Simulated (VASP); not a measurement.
# KSi3I (P4mm) in VASP: single point with PBE

Aim: the single point of KSi3I with PBE.

All numbers are computed with VASP 6.6.1; they aren't measurements. Logs are shortened: lines on timing, memory, paths and dates and some standing lists are left out, and cuts for length are marked.

### Step 1. The cell of the first run

The structure is tetragonal, space group P4mm (No. 99). Conventional cell: a = 4.508 Å, b = 4.508 Å, c = 6.074 Å, α = 90.00°, β = 90.00°, γ = 90.00°. K (site symmetry 4mm) has 12 Si at 3.28 to 3.86 Å and 4 I at 3.64 Å within 4.3 Å. Si (site symmetry 2mm) has 2 I at 2.64 Å and 6 Si at 3.12 to 3.19 Å within 3.5 Å. Within 3.4 Å of Si (site symmetry 4mm) lie 1 I at 2.54 Å and 4 Si at 3.12 Å and 4 K at 3.28 Å. Within 3.4 Å of I (site symmetry 4mm) lie 5 Si at 2.54 to 2.64 Å.

### Step 2. Single point, PBE

INCAR

```
ALGO = Normal
EDIFF = 1E-7
ENCUT = 520
GGA = PE
ISIF = 2
ISMEAR = 0
LASPH = True
LCHARG = False
LREAL = False
LWAVE = False
NBANDS = 22
NELM = 80
PREC = Accurate
SIGMA = 0.1
```

KPOINTS

```
k-points
0
Gamma
  4 4 4
```

POSCAR

```
KSi3I
1.0
    4.5084894000      0.0000000000      0.0000000000
    0.0000000000      4.5084894000      0.0000000000
    0.0000000000      0.0000000000      6.0741279600
K Si I
1 3 1
Direct
    0.5000000000      0.5000000000      0.7217770800
    0.5000000000      0.0000000000      0.2377544000
    0.0000000000      0.5000000000      0.2377544000
    0.0000000000      0.0000000000      0.5922929600
    0.0000000000      0.0000000000      0.0108211200
```

Potentials or basis: VASP PAW PBE potentials, release 64 (K_sv, Si, I).

Started as:

```bash
> cat potpaw_PBE.64/K_sv/POTCAR potpaw_PBE.64/Si/POTCAR potpaw_PBE.64/I/POTCAR > POTCAR
> mpirun -np 1 vasp_std > vasp.out
```

OUTCAR:

```text
EDIFF = 1E-7
   ENCUT = 520
   GGA = PE
   ISIF = 2
   ISMEAR = 0
   LASPH = True
   LREAL = False
   NELM = 80
   PREC = Accurate

 ion  position               nearest neighbor table
   1  0.500  0.500  0.722-   4 3.28   4 3.28   4 3.28   4 3.28   5 3.64   5 3.64   5 3.64   5 3.64

   2  0.500  0.000  0.238-   5 2.64   5 2.64   4 3.12   4 3.12
   3  0.000  0.500  0.238-   5 2.64   5 2.64   4 3.12   4 3.12
   4  0.000  0.000  0.592-   5 2.54   3 3.12   2 3.12   3 3.12   2 3.12   1 3.28   1 3.28   1 3.28
                             1 3.28
   5  0.000  0.000  0.011-   4 2.54   3 2.64   2 2.64   3 2.64   2 2.64   1 3.64   1 3.64   1 3.64
                             1 3.64

  LATTYP: Found a simple tetragonal cell.
 ALAT       =     4.5084894000
 C/A-ratio  =     1.3472645538

  Lattice vectors:

 A1 = (   4.5084894000,   0.0000000000,   0.0000000000)
 A2 = (   0.0000000000,   4.5084894000,   0.0000000000)
 A3 = (   0.0000000000,   0.0000000000,   6.0741279600)

Analysis of symmetry for initial positions (statically):
=====================================================================
 Subroutine PRICEL returns:
 Original cell was already a primitive cell.

 Routine SETGRP: Setting up the symmetry group for a
 simple tetragonal supercell.

 Subroutine GETGRP returns: Found  8 space group operations
 (whereof  8 operations were pure point group operations)
 out of a pool of 16 trial point group operations.

The static configuration has the point symmetry C_4v.

Analysis of symmetry for dynamics (positions and initial velocities):
=====================================================================
 Subroutine PRICEL returns:
 Original cell was already a primitive cell.

 Routine SETGRP: Setting up the symmetry group for a
 simple tetragonal supercell.

 Subroutine GETGRP returns: Found  8 space group operations
 (whereof  8 operations were pure point group operations)
 out of a pool of 16 trial point group operations.

The dynamic configuration has the point symmetry C_4v.

 Subroutine INISYM returns: Found  8 space group operations
 (whereof  8 operations are pure point group operations),
 and found     1 'primitive' translations

----------------------------------------------------------------------------------------

                                     Primitive cell

  volume of cell :     123.4656

  direct lattice vectors                    reciprocal lattice vectors
     4.508489400  0.000000000  0.000000000     0.221803782  0.000000000  0.000000000
     0.000000000  4.508489400  0.000000000     0.000000000  0.221803782  0.000000000
     0.000000000  0.000000000  6.074127960     0.000000000  0.000000000  0.164632686

  length of vectors
     4.508489400  4.508489400  6.074127960     0.221803782  0.221803782  0.164632686

  position of ions in fractional coordinates (direct lattice)
     0.500000000  0.500000000  0.721777080
     0.500000000  0.000000000  0.237754400
     0.000000000  0.500000000  0.237754400
     0.000000000  0.000000000  0.592292960
     0.000000000  0.000000000  0.010821120

  ion indices of the primitive-cell ions
   primitive index   ion index
                 1           1
                 2           2
                 3           3
                 4           4
                 5           5

----------------------------------------------------------------------------------------

 KPOINTS: k-points

Automatic generation of k-mesh.
 Grid dimensions read from file:
 generate k-points for:    4    4    4

 Generating k-lattice:

  Cartesian coordinates                     Fractional coordinates (reciprocal lattice)
     0.055450945  0.000000000  0.000000000     0.250000000  0.000000000  0.000000000
     0.000000000  0.055450945  0.000000000     0.000000000  0.250000000  0.000000000
     0.000000000  0.000000000  0.041158171     0.000000000  0.000000000  0.250000000

  Length of vectors
     0.055450945  0.055450945  0.041158171

  Shift w.r.t. Gamma in fractional coordinates (k-lattice)
     0.000000000  0.000000000  0.000000000

 Subroutine IBZKPT returns following result:
 ===========================================

 Found     18 irreducible k-points:

 Following reciprocal coordinates:
            Coordinates               Weight
  0.000000  0.000000  0.000000      1.000000
  0.250000  0.000000  0.000000      4.000000
  0.500000  0.000000  0.000000      2.000000
  0.250000  0.250000  0.000000      4.000000
  0.500000  0.250000  0.000000      4.000000
  0.500000  0.500000  0.000000      1.000000
[... 10 lines left out ...]
  0.500000  0.250000  0.500000      4.000000
  0.500000  0.500000  0.500000      1.000000
   k-points           NKPTS =     18   k-points in BZ     NKDIM =     18   number of bands    NBANDS=     22
   number of dos      NEDOS =    301   number of ions     NIONS =      5
   total plane-waves  NPLWV =  62208
   dimension x,y,z NGX =    36 NGY =   36 NGZ =   48
   dimension x,y,z NGXF=    72 NGYF=   72 NGZF=   96
   ions per type =               1   3   1
   NGX,Y,Z   is equivalent  to a cutoff of  13.27, 13.27, 13.14 a.u.
   NGXF,Y,Z  is equivalent  to a cutoff of  26.55, 26.55, 26.27 a.u.
 SYSTEM =  unknown system
   PREC   = accura    normal or accurate (medium, high low for compatibility)
   ISTART =      0    job   : 0-new  1-cont  2-samecut
   ICHARG =      2    charge: 1-file 2-atom 10-const
   ISPIN  =      1    spin polarized calculation?
   LNONCOLLINEAR =      F non collinear calculations
   LSORBIT =      F    spin-orbit coupling
   LASPH  =      T    aspherical Exc in radial PAW
   ENCUT  =  520.0 eV  38.22 Ry    6.18 a.u.   8.38  8.38 11.29*2*pi/ulx,y,z
   NELM   =     80;   NELMIN=  2; NELMDL= -5     # of ELM steps
   EDIFF  = 0.1E-06   stopping-criterion for ELM
   LREAL  =      F    real-space projection
   EDIFFG = 0.1E-05   stopping-criterion for IOM
   NSW    =      0    number of steps for IOM
   IBRION =     -1    ionic relax: 0-MD 1-quasi-New 2-CG
   NFREE  =      0    steps in history (QN), initial steepest desc. (CG)
   ISIF   =      2    stress and relaxation
   ISYM   =      2    0-nonsym 1-usesym 2-fastsym
   POTIM  = 0.5000    time-step for ionic-motion
   TEBEG  =    0.0;   TEEND  =   0.0 temperature during run
   PSTRESS=    0.0 pullay stress
   NELECT =      28.0000    total number of electrons
   NUPDOWN=      -1.0000    fix difference up-down
   EMIN   =  10.00;   EMAX   =-10.00  energy-range for DOS
   EFERMI =   0.00;   METHOD = LEGACY
   ISMEAR =     0;   SIGMA  =   0.10  broadening in eV -4-tet -1-fermi 0-gaus
   EFERMI_NEDOS =   21; number of points for ismear=-14 and -15
   IALGO  =     38    algorithm
   IMIX   =      4    mixing-type and parameters
     AMIX     =   0.40;   BMIX     =  1.00
     AMIX_MAG =   1.60;   BMIX_MAG =  1.00
  volume/ion in A,a.u.               =      24.69       166.64
  Fermi-wavevector in a.u.,A,eV,Ry     =   0.998341  1.886591 13.560714  0.996684
  Thomas-Fermi vector in A             =   2.130558
   LORBIT       =      0    0 simple, 1 ext, 2 COOP (PROOUT), +10 PAW based schemes
   GGA     = PE    functional components
   LHFCALC =     F    Hartree Fock is set to
   AEXX    =    0.0000 exact exchange contribution
   IVDW    =     0    specifies the selected vdW correction
   LEPSILON=     F    determine dielectric tensor
   LRPA    =     F    only Hartree local field effects (RPA)
 non-spin polarized calculation
 Gauss-broadening in eV      SIGMA  =   0.10
  energy-cutoff  :      520.00
  volume of cell :      123.47
 maximum number of plane-waves:      3355
 NGX is ok and might be reduce to    36
   NGX = 17   NGY = 17   NGZ = 23

 number of electron      28.0000001 magnetization

 Free energy of the ion-electron system (eV)
  ---------------------------------------------------
  ext. energy  EPLUGINS =         0.00000000
  ---------------------------------------------------
  free energy    TOTEN  =       -13.92237598 eV

  energy without entropy =      -13.91832778  energy(sigma->0) =      -13.92035188

 E-fermi :   5.3515     XC(G=0):  -9.2303

 val. band max:        5.2992477984   @ k =   0.2500   0.0000   0.0000
 cond. band min:       5.4749178449   @ k =   0.0000   0.0000   0.2500
 fundamental gap:      0.1756700464
 Fermi energy:         5.3515341381

 k-point     1 :       0.0000    0.0000    0.0000
  band No.  band energies     occupation
      1     -25.1012      2.00000
      2     -10.6524      2.00000
      3      -8.6433      2.00000
      4      -8.6433      2.00000
      5      -8.6299      2.00000
      6      -3.6377      2.00000
[... 14 lines left out ...]
     21       8.3648      0.00000
     22       9.2944      0.00000

 k-point     2 :       0.2500    0.0000    0.0000
  band No.  band energies     occupation
      1     -25.0995      2.00000
      2     -10.5600      2.00000
      3      -8.6739      2.00000
      4      -8.6353      2.00000
      5      -8.6148      2.00000
      6      -3.6111      2.00000
[... 14 lines left out ...]
     21       9.5414      0.00000
     22      10.3504      0.00000

 k-point     3 :       0.5000    0.0000    0.0000
  band No.  band energies     occupation
      1     -25.0979      2.00000
      2     -10.4639      2.00000
      3      -8.6573      2.00000
      4      -8.6379      2.00000
      5      -8.6273      2.00000
      6      -3.8527      2.00000
[... 14 lines left out ...]
     21       9.8991      0.00000
     22      10.0204      0.00000
[... 326 lines left out ...]
 k-point    17 :       0.5000    0.2500    0.5000
  band No.  band energies     occupation
      1     -25.0963      2.00000
      2     -10.2914      2.00000
      3      -8.6986      2.00000
      4      -8.6746      2.00000
      5      -8.6394      2.00000
      6      -3.8404      2.00000
[... 14 lines left out ...]
     21       9.5279      0.00000
     22      10.2184      0.00000

 k-point    18 :       0.5000    0.5000    0.5000
  band No.  band energies     occupation
      1     -25.0948      2.00000
      2     -10.1486      2.00000
      3      -8.7210      2.00000
      4      -8.7210      2.00000
      5      -8.6283      2.00000
      6      -3.4724      2.00000
[... 14 lines left out ...]
     21      10.1703      0.00000
     22      10.4448      0.00000

------------------------ aborting loop because EDIFF is reached ----------------------------------------

  FORCE on cell =-STRESS in cart. coord.  units (eV):
  Direction    XX          YY          ZZ          XY          YZ          ZX
  --------------------------------------------------------------------------------------
  -------------------------------------------------------------------------------------
  Total        4.9746631      4.9746631      4.6068570      0.0000000      0.0000000      0.0000000
  in kB       64.5547514     64.5547514     59.7818392      0.0000000      0.0000000      0.0000000
  external PRESSURE =      62.9637807 kB  Pullay stress =       0.0000000 kB

 VOLUME and BASIS-vectors are now :
 -----------------------------------------------------------------------------
  energy-cutoff  :      520.00
  volume of cell :      123.47
      direct lattice vectors                 reciprocal lattice vectors
     4.508489400  0.000000000  0.000000000     0.221803782  0.000000000  0.000000000
     0.000000000  4.508489400  0.000000000     0.000000000  0.221803782  0.000000000
     0.000000000  0.000000000  6.074127960     0.000000000  0.000000000  0.164632686

 POSITION                                       TOTAL-FORCE (eV/Angst)
 -----------------------------------------------------------------------------------
      2.25424      2.25424      4.38417         0.000000     -0.000000     -0.092341
      2.25424      0.00000      1.44415        -0.000000     -0.000000      2.387245
      0.00000      2.25424      1.44415        -0.000000     -0.000000      2.387245
      0.00000      0.00000      3.59766        -0.000000      0.000000     -3.212479
      0.00000      0.00000      0.06573        -0.000000     -0.000000     -1.469671
 -----------------------------------------------------------------------------------
    total drift:                                0.000000     -0.000000     -0.000232

  FREE ENERGIE OF THE ION-ELECTRON SYSTEM (eV)
  ---------------------------------------------------
  free  energy   TOTEN  =       -13.9223759753 eV

  energy  without entropy=      -13.9183277809  energy(sigma->0) =      -13.92035188
```

It took 20 s on 1 thread of Intel Xeon 6975P-C (Granite Rapids), shared host; peak memory 0.25 GiB.

Results:

```yaml
Free_energy: -13.9224 eV
Pressure: 6.3 GPa
Largest_force: 3.212 eV/Å
Band_gap_on_the_k_mesh: zero (band 14 reaches 6.48 eV, above the bottom of band 15 at 5.11 eV)
```

Forces in eV/Å, atoms in the order of the input:
```
K    0.000  0.000 -0.092
Si   0.000  0.000  2.387
Si   0.000  0.000  2.387
Si   0.000  0.000 -3.212
I    0.000  0.000 -1.470
```

Caveat: spin-orbit coupling is left out, which moves the levels of the heavy elements; forces of over 1 eV/Å act on the atoms, so gaps and moduli don't describe the material at rest.
